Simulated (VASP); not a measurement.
# ZrB: relaxation of cell and atoms with RPBE

ZrB:

```
Zr B
1.0
     0.00000    2.32500    2.32500
     2.32500    0.00000    2.32500
     2.32500    2.32500    0.00000
Zr B
1 1
Cartesian
  0.0000 0.0000 0.0000
  2.3250 2.3250 2.3250
```

```yaml
Program: VASP 6.6.1
Task: relaxation of cell and atoms
Functional: RPBE
Potentials_or_basis: VASP PAW PBE potentials, release 64 (Zr_sv, B)
Cutoff: 600 eV
k_mesh: 10 × 10 × 10
Occupations: fermi-dirac, width 0.05 eV
Spin: no spin polarisation
Dipole_correction: no
Further_INCAR_settings: ALGO = Normal; EDIFF = 1e-07; IBRION = 2; EDIFFG = -0.01; NSW = 60; ISIF = 3
```

| Property | Result |
| --- | --- |
| Relaxed volume | 15.00 Å³/atom |
| Relaxed cell | a = 3.487 Å, b = 3.487 Å, c = 3.487 Å, α = 60.00°, β = 60.00°, γ = 60.00° |
| Space group after relaxing (to 0.05 Å) | Fm-3m (No. 225) |
| Energy gained by relaxing | 248.8 meV/atom |
| Ionic steps | 18 |
| Pressure after relaxing | 0.0 GPa |

Step by step:
```tsv
step	energy change (eV)	largest force (eV/Å)	pressure (GPa)	volume (Å³)
1	0.0000	0.0000	37.94	25.14
2	0.1291	0.0000	-21.91	37.59
3	-0.4967	0.0000	-1.21	30.24
4	-0.4976	0.0000	-0.22	30.04
5	-0.4976	0.0000	0.31	29.93
6	-0.4976	0.0000	0.32	29.93
7	-0.4976	0.0000	0.29	29.94
8	-0.4976	0.0000	0.29	29.94
9	-0.4976	0.0000	0.29	29.94
10	-0.4976	0.0000	0.29	29.94
11	-0.4976	0.0000	0.29	29.94
12	-0.4976	0.0000	0.29	29.94
13	-0.4976	0.0000	0.29	29.94
14	-0.4976	0.0000	0.27	29.94
15	-0.4976	0.0000	0.25	29.94
16	-0.4976	0.0000	0.22	29.95
17	-0.4977	0.0000	0.15	29.96
18	-0.4977	0.0000	0.01	29.99
```

Final structure:
```yaml
crystal:
  lattice:
    - [0.00000, 2.46597, 2.46597]
    - [2.46597, 0.00000, 2.46597]
    - [2.46597, 2.46597, 0.00000]
  atoms:
    - { symbol: Zr, position: [0.00000, 0.00000, 0.00000] }
    - { symbol: B, position: [0.50000, 0.50000, 0.50000] }
```

Levels at points of the mesh, in eV from the Fermi level:
```
           k point  band 4  band 5  band 6  band 7  band 8  band 9  band 10  band 11
(0.00, 0.00, 0.00)  -25.42   -8.03    1.74    1.74    1.74    3.08     3.08     3.40
(0.50, 0.00, 0.00)  -25.47   -4.28   -3.75   -1.13   -1.13    4.73     4.73     5.98
(0.50, 0.50, 0.00)  -25.59   -6.10   -0.84   -0.72    2.01    2.01     4.45     5.62
```

It took 2.4 min on 1 thread of Intel Xeon 6975P-C, on a shared host, peak memory 0.18 GiB.

Caveat: the volume moved by over 15 % at a fixed basis, so the end points are rough; the PAW data sets were made with another functional, which shifts forces and pressure a little; the volume moved by +19 % from the deposited cell, more than functionals usually miss. Zero-point motion and thermal expansion aren't in these numbers.
